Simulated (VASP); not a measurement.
**SbPt: single point with PBEsol**

SbPt:

```
Pt Sb
1.0
     4.06432    0.00000    0.00000
    -2.03216    3.51980    0.00000
     0.00000    0.00000    5.39607
Pt Sb
2 2
Direct
  0.00000 0.00000 0.50000
  0.00000 0.00000 0.00000
  0.66667 0.33333 0.75000
  0.33333 0.66667 0.25000
```

```yaml
Program: VASP 6.6.1
Task: single point
Functional: PBEsol
Potentials_or_basis: VASP PAW PBE potentials, release 64 (Pt, Sb)
Cutoff: 520 eV
k_mesh: 8 × 8 × 5
Occupations: fermi-dirac, width 0.05 eV
Spin: no spin polarisation
```

* Pressure: 10.4 GPa
* Band gap on the k mesh: zero (bands 15 and 16 overlap by 3.16 eV)

Stress tensor (GPa, compression positive):
```
10.38  0.00  0.00
 0.00 10.38  0.00
 0.00  0.00 10.57
```

Levels at points of the mesh, in eV from the Fermi level:
```tsv
k point	band 11	band 12	band 13	band 14	band 15	band 16	band 17	band 18	band 19	band 20
(0.00, 0.00, 0.00)	-2.37	-2.37	-0.16	-0.16	0.79	2.27	2.40	3.81	3.81	4.22
(0.50, 0.00, 0.00)	-3.38	-3.20	-2.94	-2.55	-2.34	-0.49	2.00	4.28	4.30	4.62
```

Run time: 46 s on 1 thread of Intel(R) Xeon(R) Platinum 8259CL CPU @ 2.50GHz (Skylake/Cascade Lake), with other jobs on the host, peak memory 0.2 GiB.

Caveat: the cell stands under pressure; the PAW data sets were made with another functional, which shifts forces and pressure a little; spin-orbit coupling is left out, which moves the levels of the heavy elements.
